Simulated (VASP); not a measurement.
# TePb (I4/mmm) in VASP: single point with PBE

Aim: the single point of TePb with PBE.

All numbers are computed with VASP 6.6.1; they aren't measurements. Logs are shortened: lines on timing, memory, paths and dates and some standing lists are left out, and cuts for length are marked.

## 1. The cell of the first run

It takes space group I4/mmm (No. 139, tetragonal). Conventional cell: a = 4.490 Å, b = 4.490 Å, c = 6.667 Å, α = 90.00°, β = 90.00°, γ = 90.00°. Within 4.2 Å of Te (site symmetry 4/mmm) lie 6 Pb at 3.17 to 3.33 Å. Pb (site symmetry 4/mmm) has 6 Te at 3.17 to 3.33 Å within 4.2 Å.

## 2. Single point, PBE

INCAR reads:

```
SYSTEM = TePb
PREC = Accurate
ENCUT = 520
EDIFF = 1E-7
ISMEAR = 0
SIGMA = 0.05
LREAL = .FALSE.
LASPH = .TRUE.
NELM = 100
ALGO = Normal
ISIF = 2
LWAVE = .FALSE.
LCHARG = .FALSE.
GGA = PE
NBANDS = 17
```

KPOINTS reads:

```
Automatic mesh
0
G
  8 8 8
  0 0 0
```

POSCAR reads:

```
TePb
1.0
    0.0000000000      3.1749425097      3.3336896352
    3.1749425097      0.0000000000      3.3336896352
    3.1749425097      3.1749425097      0.0000000000
Te Pb
1 1
Direct
    0.5000000000      0.5000000000      0.5000000000
    0.0000000000      0.0000000000      0.0000000000
```

Potentials or basis: VASP PAW PBE potentials, release 64 (Te, Pb_d).

On the command line:

```console
$ cat potpaw_PBE.64/Te/POTCAR potpaw_PBE.64/Pb_d/POTCAR > POTCAR
$ mpirun -np 1 vasp_std > vasp.out
```

OUTCAR:

```text
SYSTEM = TePb
   PREC = Accurate
   ENCUT = 520
   EDIFF = 1E-7
   ISMEAR = 0
   LREAL = .FALSE.
   LASPH = .TRUE.
   NELM = 100
   ISIF = 2
   GGA = PE

 ion  position               nearest neighbor table
   1  0.500  0.500  0.500-   2 3.17   2 3.17   2 3.17   2 3.17   2 3.33   2 3.33
   2  0.000  0.000  0.000-   1 3.17   1 3.17   1 3.17   1 3.17   1 3.33   1 3.33

  LATTYP: Found a body centered tetragonal cell.
 ALAT       =     4.4900467570
 C/A-ratio  =     1.4849242405

  Lattice vectors:

 A1 = (  -3.1749425097,   0.0000000000,   3.3336896352)
 A2 = (   3.1749425097,   0.0000000000,   3.3336896352)
 A3 = (   0.0000000000,   3.1749425097,  -3.3336896352)

Analysis of symmetry for initial positions (statically):
=====================================================================
 Subroutine PRICEL returns:
 Original cell was already a primitive cell.

 Routine SETGRP: Setting up the symmetry group for a
 body centered tetragonal supercell.

 Subroutine GETGRP returns: Found 16 space group operations
 (whereof 16 operations were pure point group operations)
 out of a pool of 16 trial point group operations.

The static configuration has the point symmetry D_4h.

Analysis of symmetry for dynamics (positions and initial velocities):
=====================================================================
 Subroutine PRICEL returns:
 Original cell was already a primitive cell.

 Routine SETGRP: Setting up the symmetry group for a
 body centered tetragonal supercell.

 Subroutine GETGRP returns: Found 16 space group operations
 (whereof 16 operations were pure point group operations)
 out of a pool of 16 trial point group operations.

The dynamic configuration has the point symmetry D_4h.

 Subroutine INISYM returns: Found 16 space group operations
 (whereof 16 operations are pure point group operations),
 and found     1 'primitive' translations

----------------------------------------------------------------------------------------

                                     Primitive cell

  volume of cell :      67.2089

  direct lattice vectors                    reciprocal lattice vectors
     0.000000000  3.174942510  3.333689635    -0.157483167  0.157483167  0.149983968
     3.174942510  0.000000000  3.333689635     0.157483167 -0.157483167  0.149983968
     3.174942510  3.174942510  0.000000000     0.157483167  0.157483167 -0.149983968

  length of vectors
     4.603666639  4.603666639  4.490046757     0.268509006  0.268509006  0.268509006

  position of ions in fractional coordinates (direct lattice)
[... 79 lines left out ...]
   EDIFF  = 0.1E-06   stopping-criterion for ELM
   LREAL  =      F    real-space projection
   EDIFFG = 0.1E-05   stopping-criterion for IOM
   NSW    =      0    number of steps for IOM
   IBRION =     -1    ionic relax: 0-MD 1-quasi-New 2-CG
   NFREE  =      0    steps in history (QN), initial steepest desc. (CG)
   ISIF   =      2    stress and relaxation
   ISYM   =      2    0-nonsym 1-usesym 2-fastsym
   POTIM  = 0.5000    time-step for ionic-motion
   TEBEG  =    0.0;   TEEND  =   0.0 temperature during run
   PSTRESS=    0.0 pullay stress
   NELECT =      20.0000    total number of electrons
   NUPDOWN=      -1.0000    fix difference up-down
   EMIN   =  10.00;   EMAX   =-10.00  energy-range for DOS
   EFERMI =   0.00;   METHOD = LEGACY
   ISMEAR =     0;   SIGMA  =   0.05  broadening in eV -4-tet -1-fermi 0-gaus
   EFERMI_NEDOS =   21; number of points for ismear=-14 and -15
   IALGO  =     38    algorithm
   IMIX   =      4    mixing-type and parameters
     AMIX     =   0.40;   BMIX     =  1.00
     AMIX_MAG =   1.60;   BMIX_MAG =  1.00
  volume/ion in A,a.u.               =      33.60       226.77
  Fermi-wavevector in a.u.,A,eV,Ry     =   1.092972  2.065418 16.253366  1.194589
  Thomas-Fermi vector in A             =   2.229249
   LORBIT       =      0    0 simple, 1 ext, 2 COOP (PROOUT), +10 PAW based schemes
   GGA     = PE    functional components
   LHFCALC =     F    Hartree Fock is set to
   AEXX    =    0.0000 exact exchange contribution
   IVDW    =     0    specifies the selected vdW correction
   LEPSILON=     F    determine dielectric tensor
   LRPA    =     F    only Hartree local field effects (RPA)
 non-spin polarized calculation
 Gauss-broadening in eV      SIGMA  =   0.05
  energy-cutoff  :      520.00
  volume of cell :       67.21
 maximum number of plane-waves:      1841
 NGX is ok and might be reduce to    36
   NGX = 17   NGY = 17   NGZ = 17

 number of electron      20.0000004 magnetization

 Free energy of the ion-electron system (eV)
  ---------------------------------------------------
  ext. energy  EPLUGINS =         0.00000000
  ---------------------------------------------------
  free energy    TOTEN  =        -7.45854669 eV

  energy without entropy =       -7.45854669  energy(sigma->0) =       -7.45854669

 E-fermi :   5.9794     XC(G=0):  -9.3132

 val. band max:        5.7363761896   @ k =   0.5000   0.0000   0.0000
 cond. band min:       6.3484517319   @ k =   0.5000   0.0000   0.0000
 fundamental gap:      0.6120755423
 Fermi energy:         5.9793517035

 k-point     1 :       0.0000    0.0000    0.0000
  band No.  band energies     occupation
      1     -11.0688      2.00000
      2     -11.0504      2.00000
      3     -11.0504      2.00000
      4     -11.0452      2.00000
      5     -11.0364      2.00000
      6      -6.3881      2.00000
[... 457 lines left out ...]
      4     -11.0384      2.00000
      5     -11.0194      2.00000
      6      -5.3719      2.00000
[... 9 lines left out ...]
     16      14.3813      0.00000
     17      15.5342      0.00000

 [... further k-points ...]

------------------------ aborting loop because EDIFF is reached ----------------------------------------

  FORCE on cell =-STRESS in cart. coord.  units (eV):
  Direction    XX          YY          ZZ          XY          YZ          ZX
  --------------------------------------------------------------------------------------
  -------------------------------------------------------------------------------------
  Total        1.8713623      1.8713623     -0.4729337      0.0000000     -0.0000000      0.0000000
  in kB       44.6109600     44.6109600    -11.2741529      0.0000000     -0.0000000      0.0000000
  external PRESSURE =      25.9825890 kB  Pullay stress =       0.0000000 kB

 VOLUME and BASIS-vectors are now :
 -----------------------------------------------------------------------------
  energy-cutoff  :      520.00
  volume of cell :       67.21
      direct lattice vectors                 reciprocal lattice vectors
     0.000000000  3.174942510  3.333689635    -0.157483167  0.157483167  0.149983968
     3.174942510  0.000000000  3.333689635     0.157483167 -0.157483167  0.149983968
     3.174942510  3.174942510  0.000000000     0.157483167  0.157483167 -0.149983968

 POSITION                                       TOTAL-FORCE (eV/Angst)
 -----------------------------------------------------------------------------------
      3.17494      3.17494      3.33369         0.000000      0.000000      0.000000
      0.00000      0.00000      0.00000        -0.000000     -0.000000     -0.000000
 -----------------------------------------------------------------------------------
    total drift:                               -0.000000      0.000000      0.000000

  FREE ENERGIE OF THE ION-ELECTRON SYSTEM (eV)
  ---------------------------------------------------
  free  energy   TOTEN  =        -7.4585466858 eV

  energy  without entropy=       -7.4585466858  energy(sigma->0) =       -7.45854669
```

OSZICAR:

```text
N       E                     dE             d eps       ncg     rms          rms(c)
DAV:   1     0.151773250256E+03    0.15177E+03   -0.91913E+03  2006   0.114E+03
DAV:   2     0.286111949976E+01   -0.14891E+03   -0.14441E+03  2108   0.294E+02
DAV:   3    -0.729905717909E+01   -0.10160E+02   -0.10044E+02  2646   0.841E+01
DAV:   4    -0.756878023384E+01   -0.26972E+00   -0.26955E+00  2562   0.153E+01
DAV:   5    -0.758128349595E+01   -0.12503E-01   -0.12503E-01  2867   0.302E+00    0.343E+00
DAV:   6    -0.746072692961E+01    0.12056E+00   -0.26157E-01  2882   0.360E+00    0.211E+00
DAV:   7    -0.745683516326E+01    0.38918E-02   -0.85527E-02  2591   0.144E+00    0.934E-01
DAV:   8    -0.745861079098E+01   -0.17756E-02   -0.10046E-02  2444   0.101E+00    0.154E-01
DAV:   9    -0.745850154640E+01    0.10924E-03   -0.12172E-03  3081   0.379E-01    0.694E-02
DAV:  10    -0.745854114302E+01   -0.39597E-04   -0.14936E-04  2359   0.904E-02    0.195E-02
DAV:  11    -0.745854760479E+01   -0.64618E-05   -0.41186E-05  2781   0.538E-02    0.180E-02
DAV:  12    -0.745854731064E+01    0.29415E-06   -0.25359E-06  2281   0.907E-03    0.125E-02
DAV:  13    -0.745854653134E+01    0.77929E-06   -0.11176E-06  2644   0.761E-03    0.339E-03
DAV:  14    -0.745854665014E+01   -0.11879E-06   -0.34105E-07  2288   0.455E-03    0.120E-03
DAV:  15    -0.745854668579E+01   -0.35650E-07   -0.35568E-08  1184   0.133E-03
   1 F= -.74585467E+01 E0= -.74585467E+01  d E =-.122290E-13
```

stdout:

```text
POSCAR found type information on POSCAR TePb
 POSCAR found :  2 types and       2 ions
 scaLAPACK will be used
 LDA part: xc-table for (Slater+PW92), standard interpolation
 POSCAR, INCAR and KPOINTS ok, starting setup
 FFT: planning ... GRIDC
 FFT: planning ... GRID_SOFT
 FFT: planning ... GRID
 WAVECAR not read
 entering main loop
```

Wall time 2 min (1 thread of Intel Xeon 8259CL, shared host); peak memory 0.24 GiB.

Results:

| Item | Value |
| --- | --- |
| Free energy | -7.4585 eV |
| Pressure | 2.6 GPa |
| Band gap on the k mesh | 0.61 eV |

Levels at points of the mesh, in eV from the valence-band top:
```tsv
k point	band 6	band 7	band 8	band 9	band 10	band 11	band 12	band 13	band 14	band 15
(0.00, 0.00, 0.00)	-12.12	-5.63	-1.58	-1.58	-1.12	3.32	4.40	4.40	5.54	5.83
(0.50, 0.00, 0.00)	-10.68	-8.68	-1.06	-0.89	0.00	0.61	1.17	1.30	8.32	9.06
(0.50, 0.50, 0.00)	-10.66	-7.10	-4.53	-2.82	-2.82	3.32	5.58	5.58	6.21	10.12
(0.50, 0.00, 0.50)	-10.31	-7.47	-4.63	-3.18	-2.66	3.17	4.78	5.97	6.91	9.70
```

Caveat: spin-orbit coupling is left out, which moves the levels of the heavy elements. A k mesh can miss the band edges.
